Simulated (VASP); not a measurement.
Wanted: the native input for a VASP 6.6.1 run.

```
Task                   : single point
Functional             : PBE
Potentials or basis    : VASP PAW PBE potentials, release 64 (Be, Li_sv)
Cutoff                 : 520 eV
k mesh                 : 4 × 4 × 3
Occupations            : gaussian, width 0.1 eV
Spin                   : no spin polarisation
Dipole correction      : no
Further INCAR settings : LREAL = Auto; ALGO = Normal; EDIFF = 1e-06; NBANDS = 32
```

The structure of LiBe16 (a cell with a defect) lies in POSCAR:

```
LiBe16
1.0
   -2.2900000000     -3.9663960000      0.0000000000
    3.4350000000     -1.9831980000      0.0000000000
    0.0000000000      0.0000000000      7.1768600000
Be Li
16 1
Direct
    0.7504595392      0.5023922401      0.0162328651
    0.4941261769      0.3237507846      0.2531069298
    0.7428217020      0.3703946718      0.5104686451
    0.5219200796      0.4411673893      0.7642037047
    0.4986793739     -0.0050649880      0.0048540727
    0.2520471843      0.8421065654      0.2551349755
    0.5458874254     -0.0770491400      0.4875130628
    0.2303180172      0.8163494205      0.7794149531
    0.2485570977      0.5077032762      0.0114927698
    0.0024217425      0.3592537963      0.2616694488
    0.2914973250      0.5523347523      0.4895724593
   -0.0236998643      0.4110452142      0.7742912639
    0.0039923236      0.0189299625      0.0131723344
    0.7518498165      0.8480675632      0.2426079093
   -0.0417187181     -0.1767367874      0.5028281170
    0.7524183559      0.9479496463      0.7540211179
    0.2294706145      0.1568333936      0.5937280371
```

These files were run (other wordings do the same):

INCAR

```
ALGO = Normal
EDIFF = 1E-6
ENCUT = 520
GGA = PE
ISIF = 2
ISMEAR = 0
LASPH = T
LCHARG = F
LREAL = Auto
LWAVE = F
NBANDS = 32
NELM = 60
PREC = Accurate
SIGMA = 0.1
```

KPOINTS

```
k-points
0
Gamma
  4 4 3
```

Potentials or basis: VASP PAW PBE potentials, release 64 (Be, Li_sv).

The run is started by

```console
$ cat potpaw_PBE.64/Be/POTCAR potpaw_PBE.64/Li_sv/POTCAR > POTCAR
$ mpirun -np 1 vasp_std > vasp.out
```

Results of the run:

```json
{
  "Largest force": "0.697 eV/Å",
  "Band gap on the k mesh": "zero (an odd number of electrons rules out a gap without spin polarisation)"
}
```

Caveat: the k points lie up to 0.40 Å⁻¹ apart, too coarse for converged energies and pressures of a metal.

Run time: 2.2 min on 1 thread of AMD EPYC 9R45 96-Core Processor (Zen 5), on a shared host, peak memory 0.22 GiB.
